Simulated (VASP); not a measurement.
Write the native input for VASP 6.6.1 that does the following.

```
Task                   : single point
Functional             : LDA
Potentials or basis    : VASP PAW LDA potentials, release 64 (Sc_sv, H)
Cutoff                 : 520 eV
k mesh                 : 4 × 6 × 1
Occupations            : gaussian, width 0.1 eV
Spin                   : no spin polarisation
Dipole correction      : yes
Further INCAR settings : ALGO = Normal; EDIFF = 1e-07; NBANDS = 54
```

The structure of Sc8H lies in POSCAR:

```
Sc8H
1.0
    6.4591689165      0.0000000000      0.0000000000
    0.0000000000      4.9849552023      0.0000000000
    0.0000000000      0.0000000000     19.0264987477
Sc H
8 1
Direct
    0.0000000000      0.7500000000      0.2102331098
    0.5000000000      0.7500000000      0.2102331098
    0.2500000000      0.2500000000      0.2592332301
    0.7500000000      0.2500000000      0.2592332301
    0.2500000000      0.7500000000      0.3431453096
    0.7500000000      0.7500000000      0.3431453096
    0.0000000000      0.2500000000      0.3955798094
    0.5000000000      0.2500000000      0.3955798094
    0.0625000000      0.6250000000      0.4203393707
```

One way to write it, as run:

INCAR

```
  PREC = Accurate
  ENCUT = 520
  EDIFF = 1E-7
  ISMEAR = 0
  SIGMA = 0.1
  LREAL = F
  LASPH = T
  NELM = 100
  ALGO = Normal
  ISIF = 2
  LWAVE = F
  LCHARG = F
  LDIPOL = T
  IDIPOL = 3
  DIPOL = 0.5 0.5 0.315
  NBANDS = 54
```

KPOINTS

```
regular mesh
0
Gamma
  4 6 1
```

Potentials or basis: VASP PAW LDA potentials, release 64 (Sc_sv, H).

The run is started by

```bash
$ cat potpaw_LDA.64/Sc_sv/POTCAR potpaw_LDA.64/H/POTCAR > POTCAR
$ mpirun -np 1 vasp_std > vasp.out
```

Results of the run:

```
Largest force          : 0.637 eV/Å
Band gap on the k mesh : zero (an odd number of electrons rules out a gap without spin polarisation)
```

Run time: 11 min on 1 thread of Intel(R) Xeon(R) 6975P-C (Granite Rapids), on a shared host, peak memory 0.66 GiB.
